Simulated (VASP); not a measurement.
Zn12Se7S5 (an interface model): single point with PBEsol

Zn12Se7S5 (an interface model):

```
CELL_PARAMETERS angstrom
2.67813 -2.67813 0.00000
0.00000 2.67813 -2.67813
22.55658 22.55658 22.55658
ATOMIC_POSITIONS crystal
Zn 0.99962 0.00186 0.00091
Zn 0.99570 0.98842 0.25861
Zn 0.00693 0.01085 0.51843
Zn 0.99608 0.99916 0.76239
Zn 0.33125 0.66817 0.08654
Zn 0.33472 0.66638 0.34431
Zn 0.33063 0.65756 0.60407
Zn 0.33951 0.67458 0.84226
Zn 0.66553 0.33593 0.17198
Zn 0.65832 0.32450 0.43103
Zn 0.67124 0.34883 0.68249
Zn 0.66521 0.33346 0.91999
Se 0.99689 0.99294 0.06490
Se 0.99974 0.99370 0.32306
Se 0.99168 0.99605 0.58303
Se 0.32618 0.66943 0.15091
Se 0.34142 0.67808 0.40908
Se 0.67671 0.33435 0.23687
Se 0.67145 0.35050 0.49675
S 0.00121 0.99888 0.82226
S 0.34128 0.66229 0.66412
S 0.32804 0.65363 0.90078
S 0.66317 0.32686 0.74240
S 0.66442 0.32707 0.97951
```

- Program: VASP 6.6.1
- Task: single point
- Functional: PBEsol
- Potentials or basis: VASP PAW PBE potentials, release 64 (Zn, Se, S)
- Cutoff: 520 eV
- k mesh: 4 × 4 × 1
- Occupations: fermi-dirac, width 0.05 eV
- Spin: no spin polarisation

```json
{"Pressure": "4.1 GPa", "Largest force": "1.074 eV/Å", "Band gap on the k mesh": "0.84 eV, direct"}
```

Forces on the atoms (eV/Å):
```
Zn  -0.083 -0.152  0.055
Zn   0.719  0.391  0.107
Zn   0.363  0.600  0.276
Zn  -0.022 -0.133  0.057
Zn   0.383  0.229  0.586
Zn   0.438  0.371  0.591
Zn   0.218  0.578  0.230
Zn  -0.294 -0.278 -0.079
Zn   0.353  0.628  0.491
Zn   0.863  0.639 -0.026
Zn   0.250 -0.345  0.485
Zn  -0.046 -0.153  0.219
Se  -0.388 -0.211 -0.597
Se  -0.393 -0.335 -0.591
Se  -0.374 -0.794 -0.445
Se  -0.280 -0.616 -0.443
Se  -0.764 -0.537  0.128
Se  -0.779 -0.404 -0.140
Se  -0.502 -0.730 -0.331
S    0.065  0.059 -0.119
S   -0.297  0.357 -0.491
S    0.211  0.318 -0.084
S    0.073  0.161 -0.041
S    0.290  0.361  0.161
```

Stress tensor (GPa, compression positive):
```
 4.13 -2.70 -2.55
-2.70  4.14 -2.80
-2.55 -2.80  4.12
```

Levels at points of the mesh, in eV from the valence-band top:
```
           k point  band 105  band 106  band 107  band 108  band 109  band 110  band 111  band 112
(0.00, 0.00, 0.00)     -0.35     -0.28     -0.06      0.00      0.84      1.56      1.75      2.12
(0.50, 0.00, 0.00)     -1.80     -1.62     -1.45     -1.26      1.81      1.89      2.34      2.38
(0.00, 0.50, 0.00)     -1.80     -1.60     -1.49     -1.27      1.81      1.87      2.30      2.41
(0.50, 0.50, 0.00)     -1.80     -1.61     -1.45     -1.27      1.82      1.88      2.34      2.39
```

Run time: 35 min on 1 thread of Intel(R) Xeon(R) Platinum 8259CL CPU @ 2.50GHz (Skylake/Cascade Lake) (shared host), peak memory 0.74 GiB.

Caveat: the k points lie up to 0.48 Å⁻¹ apart; the PAW data sets were made with another functional, which shifts forces and pressure a little.
